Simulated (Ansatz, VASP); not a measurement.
# Nb: VASP beside Ansatz

The input INCAR:

```
SYSTEM = Nb
  ALGO = Normal
  EDIFF = 1E-7
  ENCUT = 520
  GGA = CA
  ISIF = 2
  ISMEAR = -1
  LASPH = .True.
  LCHARG = .False.
  LREAL = .False.
  LWAVE = .False.
  NBANDS = 12
  NELM = 100
  PREC = Accurate
  SIGMA = 0.03
```

KPOINTS

```
k-points
0
Gamma
  13 13 13
  0 0 0
```

POSCAR

```
Nb
1.0
    0.0211500000      2.1255750000      2.1255750000
    2.1255750000      0.0211500000      2.1255750000
    2.1255750000      2.1255750000      0.0211500000
Nb
1
Direct
    0.0000000000      0.0000000000      0.0000000000
```

Input for Ansatz:

```yaml
crystal:
  lattice:
    - [0.02115, 2.125575, 2.125575]
    - [2.125575, 0.02115, 2.125575]
    - [2.125575, 2.125575, 0.02115]
  atoms:
    - { symbol: Nb, position: [0.0, 0.0, 0.0] }
kpoints:
  mp_grid: { grid: [13, 13, 13] }
  band_path:
    path:
      - [0.0, 0.0, 0.0]
      - [0.5, 0.5, 0.5]
      - [0.247543133, 0.5, 0.752456867]
      - [-0.247543133, 0.247543133, 0.5]
      - [0.0, 0.0, 0.5]
      - [0.0, 0.0, 0.0]
      - [-0.3737715665, 0.0, 0.3737715665]
      - [0.0, 0.3737715665, 0.6262284335]
      - [0.0, 0.5, 0.5]
    npoints: 5
scf:
  occupations: { method: fermi_dirac, width: 0.03 }
hamiltonian:
  xc: lda
  pseudopotentials: { kind: all_electron, lapw: { basis_error: 0.0005 } }
output:
  forces: true
  stress: true
  eigenvalues: true
```

Change from the starting cell: equal xy, yz and zx shear strains of +1 %.

Alike in both runs: task single point; functional LDA; k mesh 13 × 13 × 13; occupations fermi-dirac, width 0.03 eV; no spin polarisation.

|  | VASP | Ansatz |
| --- | --- | --- |
| version | VASP 6.6.1 | Ansatz 0.2.0 |
| potentials or method | VASP PAW LDA potentials, release 64 (Nb_sv), cutoff 520 eV | all-electron LAPW, scalar-relativistic |

|  | VASP | Ansatz | Ansatz less VASP |
| --- | --- | --- | --- |
| pressure (GPa) | -10.4 | -10.3 | +0.11 |
| traceless stress, the component that is largest in VASP (GPa) | 0.69 | 0.70 | +0.001 |

LDA's correlation is that of Perdew and Zunger in VASP and of Perdew and Wang (1992) in Ansatz. Ansatz ran all-electron here, and VASP with PAW potentials.
